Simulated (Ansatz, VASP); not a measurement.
**MgO in VASP and in Ansatz**

Contents of INCAR:

```
PREC = Accurate ; ENCUT = 600
EDIFF = 1E-6 ; ISMEAR = 0
SIGMA = 0.1 ; LREAL = F
LASPH = T ; NELM = 60
ALGO = Normal ; ISIF = 3
LWAVE = F ; LCHARG = F
GGA = PE ; IBRION = 2
NSW = 80 ; EDIFFG = -0.025
```

Contents of KPOINTS:

```
Automatic mesh
0
Gamma
  4 4 2
```

File POSCAR:

```
MgO
1.0
   -3.5222906145     -0.0295200150      0.0022562477
    0.0027155607     -0.0657955720     -4.2759271115
   -0.0511301659     -6.2473568264     -0.0946857340
Mg O
4 4
Direct
    0.5043850994      0.2269839715      0.8127289317
    0.0033214924      0.2591137479      0.3233679365
   -0.0176774759      0.7597726829      0.6736711578
    0.4982737226      0.7360919034      0.1724587421
    0.5020083915      0.7436360234      0.8345021627
    0.0002857876      0.7699445833      0.3278544757
    0.0101184358      0.2442633548      0.6818612619
    0.4992845466      0.2601937327      0.1735553316
```

Input for Ansatz:

```yaml
crystal:
  lattice:
    - [-3.5222906145, -0.029520015, 0.0022562477]
    - [0.0027155607, -0.065795572, -4.2759271115]
    - [-0.0511301659, -6.2473568264, -0.094685734]
  atoms:
    - { symbol: Mg, position: [0.5043850994, 0.2269839715, 0.8127289317] }
    - { symbol: Mg, position: [0.0033214924, 0.2591137479, 0.3233679365] }
    - { symbol: Mg, position: [-0.0176774759, 0.7597726829, 0.6736711578] }
    - { symbol: Mg, position: [0.4982737226, 0.7360919034, 0.1724587421] }
    - { symbol: O, position: [0.5020083915, 0.7436360234, 0.8345021627] }
    - { symbol: O, position: [0.0002857876, 0.7699445833, 0.3278544757] }
    - { symbol: O, position: [0.0101184358, 0.2442633548, 0.6818612619] }
    - { symbol: O, position: [0.4992845466, 0.2601937327, 0.1735553316] }
basis:
  ecutwfc: 420
kpoints:
  mp_grid: { grid: [4, 4, 2] }
hamiltonian:
  xc: pbe
scf:
  occupations: { method: gaussian, width: 0.1 }
  lower_state_search: "off"
output:
  forces: true
  stress: true
  eigenvalues: true
relax:
  adjacent_minimum: "off"
  f_tol: 0.025
  max_steps: 60
  cell: { stress_tol: 0.25 }
```

Change from the starting cell: cell x2, atoms moved at random (sigma 0.05 Å) and cell strained at random (1.5 %), then relaxed without symmetry.

Alike in both runs: task relaxation of cell and atoms; functional PBE; k mesh 4 × 4 × 2; occupations gaussian, width 0.1 eV; no spin polarisation.

|  | VASP | Ansatz |
| --- | --- | --- |
| version | VASP 6.6.1 | Ansatz 0.2.0 |
| potentials or method | VASP PAW PBE potentials, release 64 (Mg, O), cutoff 600 eV | scalar-relativistic, plane waves, PAW |
| valence electrons in the cell | 32 | 64 |

```tsv
	VASP	Ansatz	Ansatz less VASP
gap on the k mesh at the Fermi level, each at its own relaxed structure (eV)	3.29	3.28	-0.017
relaxed volume (Å³/atom)	11.30	11.37	+0.070
relaxed cell length with the largest relative difference (Å)	6.061	6.102	+0.0405
```

VASP's potentials hold 32 valence electrons a cell and Ansatz's 64, so a difference there can come from the potentials and not from the codes.

The k mesh is coarse, so the values compare programs but aren't converged.
